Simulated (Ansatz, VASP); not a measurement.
# One calculation of Ir, two programs

```xyz
1
Lattice="0.0000 1.7661 2.0733 1.7661 0.0000 2.0733 1.7661 1.7661 0.0000" Properties=species:S:1:pos:R:3 pbc="T T T"
Ir    0.0000    0.0000    0.0000
```

Change from the starting cell: strain -0.080 along x and y, +0.080 along z, atoms carried along.

Alike in both runs: task single point; functional PBEsol; k mesh 22 × 22 × 22; occupations gaussian, width 0.15 eV; no spin polarisation.

```csv
,VASP,Ansatz
version,VASP 6.6.1,Ansatz 0.2.0
potentials or method,"VASP PAW PBE potentials, release 64 (Ir), cutoff 520 eV","scalar-relativistic, plane waves, PAW"
valence electrons in the cell,9,17
```

|  | VASP | Ansatz | Ansatz less VASP |
| --- | --- | --- | --- |
| gap on the k mesh at the Fermi level (eV) | none | none | - |
| pressure (GPa) | 49.4 | 47.5 | -1.95 |
| traceless stress, the component that is largest in VASP (GPa) | -50.87 | -50.83 | +0.038 |

VASP's potentials were made for PBE, not for PBEsol. A gap of «none» marks a metal or a gap that the smearing closes. Both programs put the cell under a high pressure, so it lies far from rest at this level. VASP's potentials hold 9 valence electrons a cell and Ansatz's 17, so a difference there can come from the potentials and not from the codes.

Spin-orbit coupling is off throughout.
